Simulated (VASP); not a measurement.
# AlNi3 (Fm-3m) in VASP: notebook

The runs below take AlNi3 through single point, with PBE.

Everything below comes from runs of VASP 6.6.1. Logs are shortened: lines on timing, memory, paths and dates and some standing lists are left out, and cuts for length are marked.

## 1. The cell of the first run

The structure is cubic, space group Fm-3m (No. 225). Conventional cell: a = 5.604 Å, b = 5.604 Å, c = 5.604 Å, α = 90.00°, β = 90.00°, γ = 90.00°. Within 3.2 Å of Al (site symmetry m-3m) lie 14 Ni at 2.43 to 2.80 Å. Ni (site symmetry -43m) has 4 Al at 2.43 Å and 10 Ni at 2.43 to 2.80 Å within 3.2 Å. Within 3.2 Å of Ni (site symmetry m-3m) lie 8 Ni at 2.43 Å and 6 Al at 2.80 Å.

## 2. Single point, PBE

INCAR reads:

```
SYSTEM = AlNi3
ALGO     = Fast           ! electronic algorithm
EDIFF    = 1E-7           ! SCF threshold, eV
ENCUT    = 520            ! plane-wave cutoff, eV
GGA      = PE             ! functional
ISIF     = 2              ! what is computed and relaxed
ISMEAR   = 1              ! smearing method
LASPH    = .True.         ! aspherical terms in the spheres
LCHARG   = .False.        ! write CHGCAR
LREAL    = .False.        ! projectors in reciprocal space
LWAVE    = .False.        ! write WAVECAR
NBANDS   = 24             ! bands
NELM     = 60             ! most SCF steps
PREC     = Accurate       ! precision mode
SIGMA    = 0.05           ! smearing width, eV
```

KPOINTS reads:

```
k-points
0
Gamma
  14 14 14
  0 0 0
```

POSCAR reads:

```
AlNi3
1.0
    0.0000000000      2.8018887551      2.8018887551
    2.8018887551      0.0000000000      2.8018887551
    2.8018887551      2.8018887551      0.0000000000
Al Ni
1 3
Direct
    0.5000000000      0.5000000000      0.5000000000
    0.2500000000      0.2500000000      0.2500000000
    0.0000000000      0.0000000000      0.0000000000
    0.7500000000      0.7500000000      0.7500000000
```

Potentials or basis: VASP PAW PBE potentials, release 64 (Al, Ni).

Launch:

```sh
$ cat potpaw_PBE.64/Al/POTCAR potpaw_PBE.64/Ni/POTCAR > POTCAR
$ mpirun -np 1 vasp_std > vasp.out
```

OUTCAR:

```text
SYSTEM = AlNi3
   EDIFF = 1E-7
   ENCUT = 520
   GGA = PE
   ISIF = 2
   ISMEAR = 1
   LASPH = .True.
   LREAL = .False.
   NELM = 60
   PREC = Accurate

 ion  position               nearest neighbor table
   1  0.500  0.500  0.500-   2 2.43   4 2.43   2 2.43   2 2.43   4 2.43   2 2.43   4 2.43   4 2.43
                             3 2.80   3 2.80   3 2.80   3 2.80   3 2.80   3 2.80
   2  0.250  0.250  0.250-   3 2.43   1 2.43   3 2.43   1 2.43   3 2.43   3 2.43   1 2.43   1 2.43
                             4 2.80   4 2.80   4 2.80   4 2.80   4 2.80   4 2.80
   3  0.000  0.000  0.000-   4 2.43   2 2.43   4 2.43   2 2.43   4 2.43   4 2.43   2 2.43   2 2.43
                             1 2.80   1 2.80   1 2.80   1 2.80   1 2.80   1 2.80
   4  0.750  0.750  0.750-   1 2.43   3 2.43   1 2.43   1 2.43   3 2.43   1 2.43   3 2.43   3 2.43
                             2 2.80   2 2.80   2 2.80   2 2.80   2 2.80   2 2.80

  LATTYP: Found a face centered cubic cell.
 ALAT       =     5.6037775102

  Lattice vectors:

 A1 = (   0.0000000000,   2.8018887551,   2.8018887551)
 A2 = (   2.8018887551,   0.0000000000,   2.8018887551)
 A3 = (   2.8018887551,   2.8018887551,   0.0000000000)

Analysis of symmetry for initial positions (statically):
=====================================================================
 Subroutine PRICEL returns:
 Original cell was already a primitive cell.

 Routine SETGRP: Setting up the symmetry group for a
 face centered cubic supercell.

 Subroutine GETGRP returns: Found 48 space group operations
 (whereof 48 operations were pure point group operations)
 out of a pool of 48 trial point group operations.

The static configuration has the point symmetry O_h .

Analysis of symmetry for dynamics (positions and initial velocities):
=====================================================================
 Subroutine PRICEL returns:
 Original cell was already a primitive cell.

 Routine SETGRP: Setting up the symmetry group for a
 face centered cubic supercell.

 Subroutine GETGRP returns: Found 48 space group operations
 (whereof 48 operations were pure point group operations)
 out of a pool of 48 trial point group operations.

The dynamic configuration has the point symmetry O_h .

 Subroutine INISYM returns: Found 48 space group operations
 (whereof 48 operations are pure point group operations),
 and found     1 'primitive' translations

----------------------------------------------------------------------------------------

                                     Primitive cell

  volume of cell :      43.9929

  direct lattice vectors                    reciprocal lattice vectors
     0.000000000  2.801888755  2.801888755    -0.178451053  0.178451053  0.178451053
     2.801888755  0.000000000  2.801888755     0.178451053 -0.178451053  0.178451053
     2.801888755  2.801888755  0.000000000     0.178451053  0.178451053 -0.178451053

  length of vectors
     3.962469078  3.962469078  3.962469078     0.309086291  0.309086291  0.309086291

  position of ions in fractional coordinates (direct lattice)
     0.500000000  0.500000000  0.500000000
     0.250000000  0.250000000  0.250000000
     0.000000000  0.000000000  0.000000000
     0.750000000  0.750000000  0.750000000

  ion indices of the primitive-cell ions
   primitive index   ion index
                 1           1
                 2           2
                 3           3
                 4           4

----------------------------------------------------------------------------------------

 KPOINTS: k-points

Automatic generation of k-mesh.
 Grid dimensions read from file:
 generate k-points for:   14   14   14

 Generating k-lattice:

  Cartesian coordinates                     Fractional coordinates (reciprocal lattice)
    -0.012746504  0.012746504  0.012746504     0.071428571  0.000000000  0.000000000
     0.012746504 -0.012746504  0.012746504     0.000000000  0.071428571  0.000000000
     0.012746504  0.012746504 -0.012746504     0.000000000  0.000000000  0.071428571

  Length of vectors
     0.022077592  0.022077592  0.022077592

  Shift w.r.t. Gamma in fractional coordinates (k-lattice)
     0.000000000  0.000000000  0.000000000

 Subroutine IBZKPT returns following result:
 ===========================================

 Found    104 irreducible k-points:

 Following reciprocal coordinates:
            Coordinates               Weight
  0.000000  0.000000  0.000000      1.000000
  0.071429  0.000000  0.000000      8.000000
  0.142857  0.000000  0.000000      8.000000
  0.214286  0.000000  0.000000      8.000000
  0.285714  0.000000  0.000000      8.000000
  0.357143  0.000000  0.000000      8.000000
[... 16 lines left out ...]
  0.214286  0.142857  0.000000     24.000000
  0.285714  0.142857  0.000000     24.000000
 [... further k-points ...]
   k-points           NKPTS =    104   k-points in BZ     NKDIM =    104   number of bands    NBANDS=     24
   number of dos      NEDOS =    301   number of ions     NIONS =      4
   total plane-waves  NPLWV =  27000
   dimension x,y,z NGX =    30 NGY =   30 NGZ =   30
   dimension x,y,z NGXF=    60 NGYF=   60 NGZF=   60
   ions per type =               1   3
   NGX,Y,Z   is equivalent  to a cutoff of  12.59, 12.59, 12.59 a.u.
   NGXF,Y,Z  is equivalent  to a cutoff of  25.17, 25.17, 25.17 a.u.
 SYSTEM =  AlNi3
   PREC   = accura    normal or accurate (medium, high low for compatibility)
   ISTART =      0    job   : 0-new  1-cont  2-samecut
   ICHARG =      2    charge: 1-file 2-atom 10-const
   ISPIN  =      1    spin polarized calculation?
   LNONCOLLINEAR =      F non collinear calculations
   LSORBIT =      F    spin-orbit coupling
   LASPH  =      T    aspherical Exc in radial PAW
   ENCUT  =  520.0 eV  38.22 Ry    6.18 a.u.   7.37  7.37  7.37*2*pi/ulx,y,z
   NELM   =     60;   NELMIN=  2; NELMDL= -5     # of ELM steps
   EDIFF  = 0.1E-06   stopping-criterion for ELM
   LREAL  =      F    real-space projection
   EDIFFG = 0.1E-05   stopping-criterion for IOM
   NSW    =      0    number of steps for IOM
   IBRION =     -1    ionic relax: 0-MD 1-quasi-New 2-CG
   NFREE  =      0    steps in history (QN), initial steepest desc. (CG)
   ISIF   =      2    stress and relaxation
   ISYM   =      2    0-nonsym 1-usesym 2-fastsym
   POTIM  = 0.5000    time-step for ionic-motion
   TEBEG  =    0.0;   TEEND  =   0.0 temperature during run
   PSTRESS=    0.0 pullay stress
   NELECT =      33.0000    total number of electrons
   NUPDOWN=      -1.0000    fix difference up-down
   EMIN   =  10.00;   EMAX   =-10.00  energy-range for DOS
   EFERMI =   0.00;   METHOD = LEGACY
   ISMEAR =     1;   SIGMA  =   0.05  broadening in eV -4-tet -1-fermi 0-gaus
   EFERMI_NEDOS =   21; number of points for ismear=-14 and -15
   IALGO  =     68    algorithm
   IMIX   =      4    mixing-type and parameters
     AMIX     =   0.40;   BMIX     =  1.00
     AMIX_MAG =   1.60;   BMIX_MAG =  1.00
  volume/ion in A,a.u.               =      11.00        74.22
  Fermi-wavevector in a.u.,A,eV,Ry     =   1.487483  2.810935 30.104316  2.212605
  Thomas-Fermi vector in A             =   2.600638
   LORBIT       =      0    0 simple, 1 ext, 2 COOP (PROOUT), +10 PAW based schemes
   GGA     = PE    functional components
   LHFCALC =     F    Hartree Fock is set to
   AEXX    =    0.0000 exact exchange contribution
   IVDW    =     0    specifies the selected vdW correction
   LEPSILON=     F    determine dielectric tensor
   LRPA    =     F    only Hartree local field effects (RPA)
 non-spin polarized calculation
 RMM-DIIS sequential band-by-band and
 Methfessel and Paxton  Order N= 1 SIGMA  =   0.05
  energy-cutoff  :      520.00
  volume of cell :       43.99
 maximum number of plane-waves:      1243
 NGX is ok and might be reduce to    30
   NGX = 15   NGY = 15   NGZ = 15

 number of electron      33.0000016 magnetization

 Free energy of the ion-electron system (eV)
  ---------------------------------------------------
  ext. energy  EPLUGINS =         0.00000000
  ---------------------------------------------------
  free energy    TOTEN  =       -21.65548717 eV

  energy without entropy =      -21.65580962  energy(sigma->0) =      -21.65559466

 E-fermi :   9.9693     XC(G=0): -12.8136

 val. band max:        9.9575833124   @ k =  -0.2857   0.5000   0.2143
 cond. band min:       9.9789713779   @ k =  -0.4286   0.4286   0.0714
 fundamental gap:      0.0213880655
 Fermi energy:         9.9692902866

 k-point     1 :       0.0000    0.0000    0.0000
  band No.  band energies     occupation
      1      -0.2339      2.00000
      2       6.3609      2.00000
      3       6.3609      2.00000
      4       6.4821      2.00000
      5       6.4821      2.00000
      6       6.4821      2.00000
[... 16 lines left out ...]
     23      17.1478      0.00000
     24      18.7070      0.00000

 k-point     2 :       0.0714    0.0000    0.0000
  band No.  band energies     occupation
      1      -0.1579      2.00000
      2       6.3223      2.00000
      3       6.3223      2.00000
      4       6.4408      2.00000
      5       6.5617      2.00000
      6       6.5617      2.00000
[... 16 lines left out ...]
     23      17.5233      0.00000
     24      18.5024      0.00000

 k-point     3 :       0.1429    0.0000    0.0000
  band No.  band energies     occupation
      1       0.0686      2.00000
      2       6.2907      2.00000
      3       6.2907      2.00000
      4       6.3155      2.00000
      5       6.7107      2.00000
      6       6.7107      2.00000
[... 16 lines left out ...]
     23      17.9748      0.00000
     24      18.3039      0.00000
[... 514 lines left out ...]
 k-point    23 :       0.2143    0.1429    0.0000
  band No.  band energies     occupation
      1       0.4411      2.00000
      2       5.8268      2.00000
      3       6.5411      2.00000
      4       6.5735      2.00000
      5       6.7632      2.00000
      6       6.8104      2.00000
[... 16 lines left out ...]
     23      17.7201      0.00000
     24      19.5961      0.00000

 k-point    24 :       0.2857    0.1429    0.0000
  band No.  band energies     occupation
      1       0.8545      2.00000
      2       5.6596      2.00000
      3       6.4536      2.00000
      4       6.5671      2.00000
      5       6.9330      2.00000
      6       6.9338      2.00000
[... 16 lines left out ...]
     23      17.7007      0.00000
     24      19.7267      0.00000

 [... further k-points ...]
[... 5 lines left out ...]
  --------------------------------------------------------------------------------------
  -------------------------------------------------------------------------------------
  Total        1.9358059      1.9358059      1.9358059     -0.0000000      0.0000000      0.0000000
  in kB       70.5001003     70.5001003     70.5001003     -0.0000000      0.0000000      0.0000000
  external PRESSURE =      70.5001003 kB  Pullay stress =       0.0000000 kB

 VOLUME and BASIS-vectors are now :
 -----------------------------------------------------------------------------
  energy-cutoff  :      520.00
  volume of cell :       43.99
      direct lattice vectors                 reciprocal lattice vectors
     0.000000000  2.801888755  2.801888755    -0.178451053  0.178451053  0.178451053
     2.801888755  0.000000000  2.801888755     0.178451053 -0.178451053  0.178451053
     2.801888755  2.801888755  0.000000000     0.178451053  0.178451053 -0.178451053

 POSITION                                       TOTAL-FORCE (eV/Angst)
 -----------------------------------------------------------------------------------
      2.80189      2.80189      2.80189        -0.000000     -0.000000     -0.000000
      1.40094      1.40094      1.40094         0.000000      0.000000     -0.000000
      0.00000      0.00000      0.00000        -0.000000     -0.000000     -0.000000
      4.20283      4.20283      4.20283         0.000000     -0.000000      0.000000
 -----------------------------------------------------------------------------------
    total drift:                                0.000000     -0.000000      0.000000

  FREE ENERGIE OF THE ION-ELECTRON SYSTEM (eV)
  ---------------------------------------------------
  free  energy   TOTEN  =       -21.6554871737 eV

  energy  without entropy=      -21.6558096201  energy(sigma->0) =      -21.65559466
```

Wall time 85 s (1 thread of AMD EPYC 9R45 (Zen 5), shared host); peak memory 0.2 GiB.

Results:

| Item | Value |
| --- | --- |
| Free energy | -21.6555 eV |
| Pressure | 7.1 GPa |
| Band gap on the k mesh | zero (an odd number of electrons rules out a gap without spin polarisation) |

Levels at points of the mesh, in eV from the Fermi level:
```csv
k point,band 12,band 13,band 14,band 15,band 16,band 17,band 18,band 19,band 20,band 21
"(0.00, 0.00, 0.00)",-0.92,-0.57,-0.57,-0.53,-0.53,5.45,5.45,5.45,5.89,5.89
"(0.50, 0.00, 0.00)",-1.73,-0.65,-0.65,-0.48,-0.48,-0.15,4.34,4.34,4.78,4.78
"(0.50, 0.50, 0.00)",-1.19,-1.07,-0.75,-0.60,-0.38,-0.36,-0.36,-0.05,4.27,4.66
```

Caveat: the cell stands under pressure.

## 3. Single point, PBE

INCAR reads:

```
SYSTEM = AlNi3
  PREC = Accurate
  ENCUT = 520
  EDIFF = 1E-6
  ISMEAR = 1
  SIGMA = 0.3
  LREAL = .False.
  LASPH = .True.
  NELM = 60
  ALGO = Normal
  ISIF = 2
  LWAVE = .False.
  LCHARG = .True.
  GGA = PE
  LELF = .True.
  LVHAR = .True.
  NBANDS = 24
```

KPOINTS reads:

```
regular mesh
0
Gamma
  14 14 14
  0 0 0
```

POSCAR is that of step 2.

Potentials or basis: VASP PAW PBE potentials, release 64 (Al, Ni).

Launch:

```sh
$ cat potpaw_PBE.64/Al/POTCAR potpaw_PBE.64/Ni/POTCAR > POTCAR
$ mpirun -np 1 vasp_std > vasp.out
```

Wall time 81 s (1 thread of AMD EPYC 9R45 (Zen 5), shared host); peak memory 0.2 GiB.

The run converged. Its results:

* Free energy: -21.6434 eV
* Pressure: 6.9 GPa
* Band gap on the k mesh: zero (an odd number of electrons rules out a gap without spin polarisation)

Levels at points of the mesh, in eV from the Fermi level:
| k point | band 13 | band 14 | band 15 | band 16 | band 17 | band 18 | band 19 | band 20 |
| --- | --- | --- | --- | --- | --- | --- | --- | --- |
| (0.00, 0.00, 0.00) | -0.53 | -0.53 | -0.49 | -0.49 | 5.49 | 5.49 | 5.49 | 5.93 |
| (0.50, 0.00, 0.00) | -0.61 | -0.61 | -0.44 | -0.44 | -0.11 | 4.38 | 4.38 | 4.82 |
| (0.50, 0.50, 0.00) | -1.02 | -0.71 | -0.56 | -0.34 | -0.31 | -0.31 | 0.00 | 4.31 |

Caveat: the cell stands under pressure; so wide a smearing shifts energies and pressures. Spin polarisation is off, so any magnetic state and its effect on volume and gap are missing.

(Continued in part 2 of 2.)

The gap in the log of VASP goes by the Fermi energy; the results here count the filled bands.